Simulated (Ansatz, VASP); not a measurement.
Two plane-wave programs on TiTe4Mo4Se4

INCAR

```
PREC = Accurate
ENCUT = 520
EDIFF = 1E-6
ISMEAR = 1
SIGMA = 0.01
LREAL = F
LASPH = T
NELM = 80
ALGO = Normal
ISIF = 2
LWAVE = F
LCHARG = F
NBANDS = 70
```

The input KPOINTS:

```
regular mesh
0
Gamma
  4 4 4
```

Contents of POSCAR:

```
TiTe4Mo4Se4
1.0
    0.0000000000      5.2656830000      5.2656830000
    5.2656830000      0.0000000000      5.2656830000
    5.2656830000      5.2656830000      0.0000000000
Mo Se Te Ti
4 4 4 1
Direct
    0.4025000000      0.4025000000      0.4025000000
    0.7925000000      0.4025000000      0.4025000000
    0.4025000000      0.4025000000      0.7925000000
    0.4025000000      0.7925000000      0.4025000000
    0.6338000000      0.6338000000      0.6338000000
    0.0986000000      0.6338000000      0.6338000000
    0.6338000000      0.6338000000      0.0986000000
    0.6338000000      0.0986000000      0.6338000000
    0.1372000000      0.1372000000      0.1372000000
    0.5884000000      0.1372000000      0.1372000000
    0.1372000000      0.1372000000      0.5884000000
    0.1372000000      0.5884000000      0.1372000000
    0.0000000000      0.0000000000      0.0000000000
```

Input for Ansatz:

```yaml
crystal:
  lattice:
    - [0.0, 5.265683, 5.265683]
    - [5.265683, 0.0, 5.265683]
    - [5.265683, 5.265683, 0.0]
  atoms:
    - { symbol: Mo, position: [0.4025, 0.4025, 0.4025] }
    - { symbol: Mo, position: [0.7925, 0.4025, 0.4025] }
    - { symbol: Mo, position: [0.4025, 0.4025, 0.7925] }
    - { symbol: Mo, position: [0.4025, 0.7925, 0.4025] }
    - { symbol: Se, position: [0.6338, 0.6338, 0.6338] }
    - { symbol: Se, position: [0.0986, 0.6338, 0.6338] }
    - { symbol: Se, position: [0.6338, 0.6338, 0.0986] }
    - { symbol: Se, position: [0.6338, 0.0986, 0.6338] }
    - { symbol: Te, position: [0.1372, 0.1372, 0.1372] }
    - { symbol: Te, position: [0.5884, 0.1372, 0.1372] }
    - { symbol: Te, position: [0.1372, 0.1372, 0.5884] }
    - { symbol: Te, position: [0.1372, 0.5884, 0.1372] }
    - { symbol: Ti, position: [0.0, 0.0, 0.0] }
  symmetry: { tolerance: 0.0003 }
kpoints:
  mp_grid: { grid: [4, 4, 4], shift: [0, 0, 0] }
  band_path:
    path:
      - [0.0, 0.0, 0.0]
      - [-0.5, -0.5, 0.0]
      - [-0.375, -0.375, 0.25]
      - [-0.375, 0.0, 0.375]
      - [0.0, 0.0, 0.0]
      - [0.0, 0.0, 0.5]
      - [-0.5, -0.25, 0.25]
      - [-0.5, -0.5, 0.0]
    npoints: 8
magnetization:
  spin_polarized: false
scf:
  occupations: { method: methfessel_paxton, width: 0.01 }
  lower_state_search: "off"
  max_iter: 200
hamiltonian:
  pseudopotentials: { kind: paw }
  xc: lda
basis:
  ecutwfc: 420
  fft_grid_basis: typed
output:
  forces: true
  stress: true
  eigenvalues: true
  bader: true
  populations: true
  elf: true
  write_potential: true
  volumetric_format: npy
  dos:
    e_range: [-12, 8]
    de: 0.05
    projected: { site_lists: { Mo: [Mo], Se: [Se], Te: [Te], Ti: [Ti] } }
checkpoint:
  read: saved_state
```

Alike in both runs: task single point; functional LDA; k mesh 4 × 4 × 4; occupations methfessel-paxton of order 1, width 0.01 eV; no spin polarisation.

|  | VASP | Ansatz |
| --- | --- | --- |
| version | VASP 6.6.1 | Ansatz 0.2.0 |
| potentials or method | VASP PAW LDA potentials, release 64 (Mo_sv, Se, Te, Ti_sv), cutoff 520 eV | PAW plane waves |
| valence electrons in the cell | 116 | 196 |

|  | VASP | Ansatz | Ansatz less VASP |
| --- | --- | --- | --- |
| gap on the k mesh at the Fermi level (eV) | 0.48 | 0.48 | 0.000 |
| pressure (GPa) | -0.7 | -1.1 | -0.33 |
| rms of the force components (eV/Å) | 0.410 | 0.437 | +0.0271 |

LDA's correlation is that of Perdew and Zunger in VASP and of Perdew and Wang (1992) in Ansatz. Atom by atom the forces differ by 0.031 eV/Å (rms over components). VASP's potentials hold 116 valence electrons a cell and Ansatz's 196, so a difference there can come from the potentials and not from the codes.

Neither program's run includes spin-orbit coupling.
